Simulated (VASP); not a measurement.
A run of VASP 6.6.1 is set up as follows.

Contents of INCAR:

```
SYSTEM = Li2O
PREC     = Accurate       ! precision mode
ENCUT    = 750            ! plane-wave cutoff, eV
EDIFF    = 1E-7           ! SCF threshold, eV
ISMEAR   = 0              ! smearing method
SIGMA    = 0.02           ! smearing width, eV
LREAL    = .FALSE.        ! projectors in reciprocal space
LASPH    = .TRUE.         ! aspherical terms in the spheres
NELM     = 120            ! most SCF steps
ALGO     = Normal         ! electronic algorithm
ISIF     = 3              ! what is computed and relaxed
LWAVE    = .FALSE.        ! write WAVECAR
LCHARG   = .FALSE.        ! write CHGCAR
GGA      = CA             ! functional
IBRION   = 2              ! ionic algorithm
NSW      = 100            ! ionic steps
EDIFFG   = -0.002         ! ionic threshold
GGA_COMPAT= .FALSE.      
NELMIN   = 4
```

File KPOINTS:

```
Automatic mesh
0
G
  8 8 8
  0 0 0
```

The input POSCAR:

```
Li2O
1.0
    0.0000000000      2.3135000000      2.3135000000
    2.3135000000      0.0000000000      2.3135000000
    2.3135000000      2.3135000000      0.0000000000
Li O
2 1
Direct
    0.2500000000      0.2500000000      0.2500000000
    0.7500000000      0.7500000000      0.7500000000
    0.0000000000      0.0000000000      0.0000000000
```

Potentials or basis: VASP PAW LDA potentials, release 64 (Li_sv, O).

Launch:

```sh
$ cat potpaw_LDA.64/Li_sv/POTCAR potpaw_LDA.64/O/POTCAR > POTCAR
$ mpirun -np 1 vasp_std > vasp.out
```

Q: What does it give for the relaxed volume?

A: 7.55 Å³/atom.

Q: Estimate the space group after relaxing (to 0.05 Å).

A: Fm-3m (No. 225).

The path:
```csv
step,energy change (eV),largest force (eV/Å),pressure (GPa),volume (Å³)
1,0.0000,0.0000,-7.28,24.77
2,-0.0438,0.0000,-3.14,23.44
3,-0.0518,0.0000,-0.23,22.70
4,-0.0518,0.0000,0.01,22.64
```

LDA usually gives volumes a few per cent too small. Zero-point motion and thermal expansion aren't in these numbers.
